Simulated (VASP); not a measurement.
# SiC (P6_3mc) in VASP: notebook

SiC is run at these levels: PBEsol, PBE, LDA, r2SCAN; tasks: single point.

Program: VASP 6.6.1. These are calculated values, not measurements. Logs are shortened: lines on timing, memory, paths and dates and some standing lists are left out, and cuts for length are marked.

## 1. The cell of the first run

Symmetry: P6_3mc, No. 186, hexagonal system. Conventional cell: a = 3.078 Å, b = 3.078 Å, c = 10.076 Å, α = 90.00°, β = 90.00°, γ = 120.00°. Si (site symmetry 3m) has 4 C at 1.89 Å within 2.5 Å. Si (site symmetry 3m) has 4 C at 1.88 to 1.89 Å within 2.5 Å. C (site symmetry 3m) has 4 Si at 1.88 to 1.89 Å within 2.5 Å. C (site symmetry 3m) has 4 Si at 1.89 Å within 2.5 Å.

## 2. Single point, PBEsol

INCAR

```
PREC     = Accurate       # precision mode
ENCUT    = 520            # plane-wave cutoff, eV
EDIFF    = 1E-6           # SCF threshold, eV
ISMEAR   = -1             # smearing method
SIGMA    = 0.02           # smearing width, eV
LREAL    = F              # projectors in reciprocal space
LASPH    = T              # aspherical terms in the spheres
NELM     = 100            # most SCF steps
ALGO     = Normal         # electronic algorithm
ISIF     = 2              # what is computed and relaxed
LWAVE    = F              # write WAVECAR
LCHARG   = F              # write CHGCAR
GGA      = PS             # functional
NBANDS   = 26             # bands
```

KPOINTS

```
regular mesh
0
Gamma
  12 12 2
```

POSCAR

```
SiC
1.0
    3.0780969501      0.0000000000      0.0000000000
   -1.5390484750      2.6657101541      0.0000000000
    0.0000000000      0.0000000000     10.0763267017
Si C
4 4
Direct
    0.6666666667      0.3333333333      0.9378396413
    0.3333333333      0.6666666667      0.4378396413
    0.0000000000      0.0000000000      0.6879041813
    0.0000000000      0.0000000000      0.1879041813
    0.6666666667      0.3333333333      0.7498022606
    0.3333333333      0.6666666667      0.2498022606
    0.0000000000      0.0000000000      0.5004529169
    0.0000000000      0.0000000000      0.0004529169
```

Potentials or basis: VASP PAW PBE potentials, release 64 (Si, C).

Launch:

```sh
$ cat potpaw_PBE.64/Si/POTCAR potpaw_PBE.64/C/POTCAR > POTCAR
$ mpirun -np 1 vasp_std > vasp.out
```

OUTCAR:

```text
PREC = Accurate
   ENCUT = 520
   EDIFF = 1E-6
   ISMEAR = -1
   LREAL = F
   LASPH = T
   NELM = 100
   ISIF = 2
   GGA = PS

 ion  position               nearest neighbor table
   1  0.667  0.333  0.938-   8 1.89   8 1.89   8 1.89   5 1.89   3 3.08   3 3.08   3 3.08   4 3.08
                             4 3.08   4 3.08
   2  0.333  0.667  0.438-   7 1.89   7 1.89   7 1.89   6 1.89   4 3.08   4 3.08   4 3.08   3 3.08
                             3 3.08   3 3.08
   3  0.000  0.000  0.688-   5 1.88   5 1.88   5 1.88   7 1.89   1 3.08   1 3.08   1 3.08   2 3.08
                             2 3.08   2 3.08
   4  0.000  0.000  0.188-   6 1.88   6 1.88   6 1.88   8 1.89   2 3.08   2 3.08   2 3.08   1 3.08
                             1 3.08   1 3.08
   5  0.667  0.333  0.750-   3 1.88   3 1.88   3 1.88   1 1.89
   6  0.333  0.667  0.250-   4 1.88   4 1.88   4 1.88   2 1.89
   7  0.000  0.000  0.500-   2 1.89   2 1.89   2 1.89   3 1.89
   8  0.000  0.000  0.000-   1 1.89   1 1.89   1 1.89   4 1.89

  LATTYP: Found a hexagonal cell.
 ALAT       =     3.0780969501
 C/A-ratio  =     3.2735572872

  Lattice vectors:

 A1 = (   3.0780969501,   0.0000000000,   0.0000000000)
 A2 = (  -1.5390484750,   2.6657101541,   0.0000000000)
 A3 = (   0.0000000000,   0.0000000000,  10.0763267017)

Analysis of symmetry for initial positions (statically):
=====================================================================
 Subroutine PRICEL returns:
 Original cell was already a primitive cell.

 Routine SETGRP: Setting up the symmetry group for a
 hexagonal supercell.

 Subroutine GETGRP returns: Found 12 space group operations
 (whereof  6 operations were pure point group operations)
 out of a pool of 24 trial point group operations.

The static configuration has the point symmetry C_3v.
 The point group associated with its full space group is C_6v.

Analysis of symmetry for dynamics (positions and initial velocities):
=====================================================================
 Subroutine PRICEL returns:
 Original cell was already a primitive cell.

 Routine SETGRP: Setting up the symmetry group for a
 hexagonal supercell.

 Subroutine GETGRP returns: Found 12 space group operations
 (whereof  6 operations were pure point group operations)
 out of a pool of 24 trial point group operations.

The dynamic configuration has the point symmetry C_3v.
 The point group associated with its full space group is C_6v.

 Subroutine INISYM returns: Found 12 space group operations
 (whereof  6 operations are pure point group operations),
 and found     1 'primitive' translations

----------------------------------------------------------------------------------------

                                     Primitive cell

  volume of cell :      82.6794

  direct lattice vectors                    reciprocal lattice vectors
     3.078096950  0.000000000  0.000000000     0.324876057  0.187567279  0.000000000
    -1.539048475  2.665710154  0.000000000     0.000000000  0.375134558  0.000000000
     0.000000000  0.000000000 10.076326702     0.000000000  0.000000000  0.099242515

  length of vectors
     3.078096950  3.078096950 10.076326702     0.375134558  0.375134558  0.099242515

  position of ions in fractional coordinates (direct lattice)
     0.666666667  0.333333333  0.937839641
     0.333333333  0.666666667  0.437839641
     0.000000000  0.000000000  0.687904181
     0.000000000  0.000000000  0.187904181
     0.666666667  0.333333333  0.749802261
     0.333333333  0.666666667  0.249802261
     0.000000000  0.000000000  0.500452917
     0.000000000  0.000000000  0.000452917

  ion indices of the primitive-cell ions
   primitive index   ion index
                 1           1
                 2           2
                 3           3
                 4           4
                 5           5
                 6           6
                 7           7
                 8           8

----------------------------------------------------------------------------------------

 KPOINTS: regular mesh

[... 47 lines left out ...]
  volume of cell :       82.68
 maximum number of plane-waves:      2256
 NGX is ok and might be reduce to    24
   NGX = 11   NGY = 11   NGZ = 37

 number of electron      32.0000001 magnetization

 Free energy of the ion-electron system (eV)
  ---------------------------------------------------
  ext. energy  EPLUGINS =         0.00000000
  ---------------------------------------------------
  free energy    TOTEN  =       -63.67099611 eV

  energy without entropy =      -63.67099611  energy(sigma->0) =      -63.67099611

 E-fermi :   8.5320     XC(G=0): -11.5066

 val. band max:        8.1354737831   @ k =   0.0000   0.0000   0.0000
 cond. band min:      10.2447766953   @ k =   0.5000   0.0000   0.0000
 fundamental gap:      2.1093029122
 Fermi energy:         8.5320202129

 k-point     1 :       0.0000    0.0000    0.0000
  band No.  band energies     occupation
      1      -7.3740      2.00000
      2      -6.1896      2.00000
      3      -6.1541      2.00000
      4      -3.7660      2.00000
      5      -0.5440      2.00000
      6       3.7306      2.00000
[... 18 lines left out ...]
     25      15.4680      0.00000
     26      16.1202      0.00000

 k-point     2 :       0.0833   -0.0000    0.0000
  band No.  band energies     occupation
      1      -7.2528      2.00000
      2      -6.0724      2.00000
      3      -6.0363      2.00000
      4      -3.6634      2.00000
      5      -0.4322      2.00000
      6       3.7702      2.00000
[... 18 lines left out ...]
     25      15.4996      0.00000
     26      16.0630      0.00000

 k-point     3 :       0.1667   -0.0000    0.0000
  band No.  band energies     occupation
      1      -6.8922      2.00000
      2      -5.7246      2.00000
      3      -5.6866      2.00000
      4      -3.3648      2.00000
      5      -0.1057      2.00000
      6       3.7542      2.00000
[... 572 lines left out ...]
 k-point    23 :       0.2500    0.0000    0.5000
  band No.  band energies     occupation
      1      -6.0053      2.00000
      2      -6.0053      2.00000
      3      -3.8444      2.00000
      4      -3.8444      2.00000
      5       1.5779      2.00000
      6       1.5779      2.00000
[... 18 lines left out ...]
     25      16.6258      0.00000
     26      16.6258      0.00000

 k-point    24 :       0.3333   -0.0000    0.5000
  band No.  band energies     occupation
      1      -5.2225      2.00000
      2      -5.2225      2.00000
      3      -3.2030      2.00000
      4      -3.2030      2.00000
      5       1.0655      2.00000
      6       1.0655      2.00000
[... 18 lines left out ...]
     25      16.4125      0.00000
     26      16.4125      0.00000

 [... further k-points ...]
[... 5 lines left out ...]
  --------------------------------------------------------------------------------------
  -------------------------------------------------------------------------------------
  Total        0.1711725      0.1711725      0.1813070      0.0000000      0.0000000      0.0000000
  in kB        3.3170117      3.3170117      3.5134004      0.0000000      0.0000000      0.0000000
  external PRESSURE =       3.3824746 kB  Pullay stress =       0.0000000 kB

 VOLUME and BASIS-vectors are now :
 -----------------------------------------------------------------------------
  energy-cutoff  :      520.00
  volume of cell :       82.68
      direct lattice vectors                 reciprocal lattice vectors
     3.078096950  0.000000000  0.000000000     0.324876057  0.187567279  0.000000000
    -1.539048475  2.665710154  0.000000000     0.000000000  0.375134558  0.000000000
     0.000000000  0.000000000 10.076326702     0.000000000  0.000000000  0.099242515

 POSITION                                       TOTAL-FORCE (eV/Angst)
 -----------------------------------------------------------------------------------
      1.53905      0.88857      9.44998        -0.000000     -0.000000      0.000781
     -0.00000      1.77714      4.41182         0.000000     -0.000000      0.000781
      0.00000      0.00000      6.93155         0.000000     -0.000000     -0.001003
      0.00000      0.00000      1.89338        -0.000000     -0.000000     -0.001003
      1.53905      0.88857      7.55525         0.000000      0.000000      0.000491
     -0.00000      1.77714      2.51709        -0.000000     -0.000000      0.000491
      0.00000      0.00000      5.04273        -0.000000      0.000000     -0.000269
      0.00000      0.00000      0.00456         0.000000     -0.000000     -0.000269
 -----------------------------------------------------------------------------------
    total drift:                               -0.000000     -0.000000      0.000018

  FREE ENERGIE OF THE ION-ELECTRON SYSTEM (eV)
  ---------------------------------------------------
  free  energy   TOTEN  =       -63.6709961134 eV

  energy  without entropy=      -63.6709961134  energy(sigma->0) =      -63.67099611
```

Run time: 59 s. Hardware: 1 thread of Intel Xeon Platinum 8259CL at 2.50GHz (Skylake/Cascade Lake), shared host; peak memory 0.22 GiB.

What came out:

* Free energy: -63.6710 eV
* Pressure: 0.3 GPa
* Band gap on the k mesh: 2.11 eV, indirect (least direct gap 3.23 eV)

Levels at points of the mesh, in eV from the valence-band top:
| k point | band 14 | band 15 | band 16 | band 17 | band 18 | band 19 |
| --- | --- | --- | --- | --- | --- | --- |
| (0.00, 0.00, 0.00) | -0.05 | 0.00 | 0.00 | 5.03 | 5.61 | 6.25 |
| (0.50, 0.00, 0.00) | -2.23 | -1.59 | -1.13 | 2.11 | 2.24 | 4.11 |
| (0.00, 0.00, 0.50) | -0.21 | -0.21 | -0.21 | 5.24 | 5.24 | 6.70 |
| (0.50, 0.00, 0.50) | -2.53 | -1.56 | -1.56 | 2.53 | 2.53 | 4.10 |

Caveat: the PAW data sets were made with another functional, which shifts forces and pressure a little.

## 3. Single point, PBE

This run uses another cell than the first one, of 10.50 Å³/atom, 1.016 times its volume.

INCAR

```
PREC = Accurate ; ENCUT = 520
EDIFF = 1E-6 ; ISMEAR = -1
SIGMA = 0.02 ; LREAL = F
LASPH = T ; NELM = 60
ALGO = Normal ; ISIF = 2
LWAVE = F ; LCHARG = F
GGA = PE ; NBANDS = 26
```

KPOINTS is that of step 2.

POSCAR

```
SiC
1.0
    3.0940914225      0.0000000000      0.0000000000
   -1.5470457112      2.6795617735      0.0000000000
    0.0000000000      0.0000000000     10.1296046825
Si C
4 4
Direct
    0.6666666667      0.3333333333      0.9378481361
    0.3333333333      0.6666666667      0.4378481361
    0.0000000000      0.0000000000      0.6878946538
    0.0000000000      0.0000000000      0.1878946538
    0.6666666667      0.3333333333      0.7498045638
    0.3333333333      0.6666666667      0.2498045638
    0.0000000000      0.0000000000      0.5004516463
    0.0000000000      0.0000000000      0.0004516463
```

Potentials or basis: VASP PAW PBE potentials, release 64 (Si, C).

Launch:

```sh
$ cat potpaw_PBE.64/Si/POTCAR potpaw_PBE.64/C/POTCAR > POTCAR
$ mpirun -np 1 vasp_std > vasp.out
```

It took 64 s on 1 thread of Intel Xeon Platinum 8259CL at 2.50GHz (Skylake/Cascade Lake), shared host; peak memory 0.22 GiB.

The run converged. Its results:

```
Free energy            : -60.2485 eV
Pressure               : 0.0 GPa
Band gap on the k mesh : 2.22 eV, indirect (least direct gap 3.34 eV)
```

Levels at points of the mesh, in eV from the valence-band top:
```
           k point  band 13  band 14  band 15  band 16  band 17  band 18  band 19  band 20
(0.00, 0.00, 0.00)    -0.58    -0.05     0.00     0.00     4.96     5.54     6.12     6.18
(0.50, 0.00, 0.00)    -2.34    -2.20    -1.56    -1.12     2.22     2.34     4.18     4.66
(0.00, 0.00, 0.50)    -0.21    -0.21    -0.21    -0.21     5.17     5.17     6.61     6.61
(0.50, 0.00, 0.50)    -2.48    -2.48    -1.54    -1.54     2.63     2.63     4.17     4.17
```

A k mesh can miss the band edges. As with any semilocal functional, this PBE gap is likely too small.

## 4. Single point, PBE

INCAR

```
SYSTEM = SiC
PREC     = Accurate       ! precision mode
ENCUT    = 520            ! plane-wave cutoff, eV
EDIFF    = 1E-6           ! SCF threshold, eV
ISMEAR   = -1             ! smearing method
SIGMA    = 0.02           ! smearing width, eV
LREAL    = .FALSE.        ! projectors in reciprocal space
LASPH    = .TRUE.         ! aspherical terms in the spheres
NELM     = 100            ! most SCF steps
ALGO     = Normal         ! electronic algorithm
ISIF     = 2              ! what is computed and relaxed
LWAVE    = .FALSE.        ! write WAVECAR
LCHARG   = .TRUE.         ! write CHGCAR
GGA      = PE             ! functional
LELF     = .TRUE.         ! ELF
LVHAR    = .TRUE.       
NBANDS   = 26             ! bands
```

KPOINTS

```
regular mesh
0
G
  12 12 4
  0 0 0
```

POSCAR

```
SiC
1.0
    3.0775549649      0.0000000000      0.0000000000
   -1.5387774824      2.6652407811      0.0000000000
    0.0000000000      0.0000000000     10.0767216789
Si C
4 4
Direct
    0.6666666667      0.3333333333      0.9378415300
    0.3333333333      0.6666666667      0.4378415300
    0.0000000000      0.0000000000      0.6878903910
    0.0000000000      0.0000000000      0.1878903910
    0.6666666667      0.3333333333      0.7498007685
    0.3333333333      0.6666666667      0.2498007685
    0.0000000000      0.0000000000      0.5004663105
    0.0000000000      0.0000000000      0.0004663105
```

Launch:

```sh
$ cat potpaw_PBE.64/Si/POTCAR potpaw_PBE.64/C/POTCAR > POTCAR
$ mpirun -np 1 vasp_std > vasp.out
```

Wall time 98 s (1 thread of Intel Xeon Platinum 8259CL at 2.50GHz (Skylake/Cascade Lake), shared host); peak memory 0.24 GiB.

Results (log left out):

* Free energy: -60.2347 eV
* Pressure: 3.5 GPa
* Largest force: 0.006 eV/Å
* Band gap on the k mesh: 2.23 eV, indirect (least direct gap 3.35 eV)

Forces on the atoms (eV/Å):
```
Si   0.000  0.000 -0.004
Si   0.000  0.000 -0.004
Si   0.000  0.000  0.003
Si   0.000  0.000  0.003
C    0.000  0.000  0.006
C    0.000  0.000  0.006
C    0.000  0.000 -0.004
C    0.000  0.000 -0.004
```

Stress tensor (GPa, compression positive):
```
3.49 0.00 0.00
0.00 3.49 0.00
0.00 0.00 3.37
```

Levels at points of the mesh, in eV from the valence-band top:
```csv
k point,band 14,band 15,band 16,band 17,band 18,band 19
"(0.00, 0.00, 0.00)",-0.05,0.00,0.00,5.10,5.68,6.30
"(0.50, 0.00, 0.00)",-2.22,-1.58,-1.12,2.22,2.35,4.23
"(0.00, 0.00, 0.50)",-0.21,-0.21,-0.21,5.31,5.31,6.77
"(0.50, 0.00, 0.50)",-2.50,-1.55,-1.55,2.64,2.64,4.21
```

## 5. Single point, LDA

INCAR

```
  PREC = Accurate
  ENCUT = 520
  EDIFF = 1E-7
  ISMEAR = 0
  SIGMA = 0.01
  LREAL = False
  LASPH = True
  NELM = 100
  ALGO = Normal
  ISIF = 2
  LWAVE = False
  LCHARG = False
  NBANDS = 26
```

KPOINTS

```
Automatic mesh
0
Gamma
  12 12 4
```

POSCAR is that of step 4.

Potentials or basis: VASP PAW LDA potentials, release 64 (Si, C).

Launch:

```sh
$ cat potpaw_LDA.64/Si/POTCAR potpaw_LDA.64/C/POTCAR > POTCAR
$ mpirun -np 1 vasp_std > vasp.out
```

It took 95 s on 1 thread of Intel Xeon Platinum 8259CL at 2.50GHz (Skylake/Cascade Lake), shared host; peak memory 0.22 GiB.

Results (log left out):

- Free energy: -66.5646 eV
- Pressure: -3.8 GPa
- Largest force: 0.005 eV/Å
- Band gap on the k mesh: 2.17 eV, indirect (least direct gap 3.29 eV)

Forces on the atoms (eV/Å):
```
Si   0.000  0.000  0.005
Si   0.000  0.000  0.005
Si   0.000  0.000 -0.002
Si   0.000  0.000 -0.002
C    0.000  0.000  0.001
C    0.000  0.000  0.001
C    0.000  0.000 -0.004
C    0.000  0.000 -0.004
```

Levels at points of the mesh, in eV from the valence-band top:
```
           k point  band 14  band 15  band 16  band 17  band 18  band 19
(0.00, 0.00, 0.00)    -0.05     0.00     0.00     5.06     5.63     6.26
(0.50, 0.00, 0.00)    -2.22    -1.58    -1.12     2.17     2.28     4.13
(0.00, 0.00, 0.50)    -0.21    -0.21    -0.21     5.26     5.26     6.74
(0.50, 0.00, 0.50)    -2.51    -1.56    -1.56     2.57     2.57     4.12
```

## 6. Single point, r2SCAN

POSCAR is that of step 5.

INCAR.step1

```
PREC     = Accurate       # precision mode
ENCUT    = 520            # plane-wave cutoff, eV
ISMEAR   = -1             # smearing method
SIGMA    = 0.02           # smearing width, eV
LREAL    = F              # projectors in reciprocal space
LASPH    = T              # aspherical terms in the spheres
NELM     = 60             # most SCF steps
NBANDS   = 26             # bands
GGA      = PE             # functional
ALGO     = Normal         # electronic algorithm
EDIFF    = 1E-4           # SCF threshold, eV
LWAVE    = T              # write WAVECAR
LCHARG   = F              # write CHGCAR
```

INCAR.step2

```
PREC     = Accurate       # precision mode
ENCUT    = 520            # plane-wave cutoff, eV
EDIFF    = 1E-7           # SCF threshold, eV
ISMEAR   = -1             # smearing method
SIGMA    = 0.02           # smearing width, eV
LREAL    = F              # projectors in reciprocal space
LASPH    = T              # aspherical terms in the spheres
NELM     = 60             # most SCF steps
ALGO     = Normal         # electronic algorithm
ISIF     = 2              # what is computed and relaxed
LWAVE    = F              # write WAVECAR
LCHARG   = F              # write CHGCAR
METAGGA  = R2SCAN         # meta-GGA
LMIXTAU  = T            
NBANDS   = 26             # bands
ISTART   = 1
```

KPOINTS

```
regular mesh
0
Gamma
  12 12 2
```

Potentials or basis: VASP PAW PBE potentials, release 64 (Si, C).

Launch:

```sh
$ cat potpaw_PBE.64/Si/POTCAR potpaw_PBE.64/C/POTCAR > POTCAR
$ cp INCAR.step1 INCAR
$ mpirun -np 1 vasp_std > vasp.out
$ cp INCAR.step2 INCAR
$ mpirun -np 1 vasp_std > vasp.out
```

It took 4.9 min on 1 thread of Intel Xeon Platinum 8259CL at 2.50GHz (Skylake/Cascade Lake), shared host; peak memory 0.23 GiB.

The run converged. Its results:

```yaml
Free_energy: -77.3075 eV
Pressure: -0.2 GPa
Band_gap_on_the_k_mesh: 2.61 eV, indirect (least direct gap 3.79 eV)
```

Levels at points of the mesh, in eV from the valence-band top:
| k point | band 14 | band 15 | band 16 | band 17 | band 18 | band 19 |
| --- | --- | --- | --- | --- | --- | --- |
| (0.00, 0.00, 0.00) | -0.05 | 0.00 | 0.00 | 5.67 | 6.26 | 6.89 |
| (0.50, 0.00, 0.00) | -2.33 | -1.65 | -1.18 | 2.61 | 2.77 | 4.72 |
| (0.00, 0.00, 0.50) | -0.22 | -0.22 | -0.22 | 5.88 | 5.88 | 7.37 |
| (0.50, 0.00, 0.50) | -2.58 | -1.63 | -1.63 | 3.05 | 3.05 | 4.69 |

Caveat: the PAW data sets were made with another functional, which shifts forces and pressure a little. r2SCAN opens gaps a little over a GGA but as a rule still falls short of measured ones.

## 7. The runs side by side

```csv
level,potentials or basis,cell,k mesh,smearing,gap on the mesh (eV),pressure (GPa),largest force (eV/Å)
PBEsol,"VASP PAW PBE potentials, release 64 (Si, C)","a = 3.078, b = 3.078, c = 10.076 Å, angles 90.0, 90.0, 120.0°, 8 atoms",12 × 12 × 2,fermi-dirac 0.02 eV,2.11,0.3,-
PBE,"VASP PAW PBE potentials, release 64 (Si, C)","a = 3.094, b = 3.094, c = 10.130 Å, angles 90.0, 90.0, 120.0°, 8 atoms",12 × 12 × 2,fermi-dirac 0.02 eV,2.22,0.0,-
PBE,"VASP PAW PBE potentials, release 64 (Si, C)","a = 3.078, b = 3.078, c = 10.077 Å, angles 90.0, 90.0, 120.0°, 8 atoms",12 × 12 × 4,fermi-dirac 0.02 eV,2.23,3.5,0.01
LDA,"VASP PAW LDA potentials, release 64 (Si, C)","a = 3.078, b = 3.078, c = 10.077 Å, angles 90.0, 90.0, 120.0°, 8 atoms",12 × 12 × 4,gaussian 0.01 eV,2.17,-3.8,0.01
r2SCAN,"VASP PAW PBE potentials, release 64 (Si, C)","a = 3.078, b = 3.078, c = 10.077 Å, angles 90.0, 90.0, 120.0°, 8 atoms",12 × 12 × 2,fermi-dirac 0.02 eV,2.61,-0.2,-
```

Alike in all rows: task single point; no spin polarisation; cutoff (eV) 520.

Caveats: the PAW data sets were made with another functional, which shifts forces and pressure a little (some runs).

Absolute energies hang on the potentials; compare differences alone.
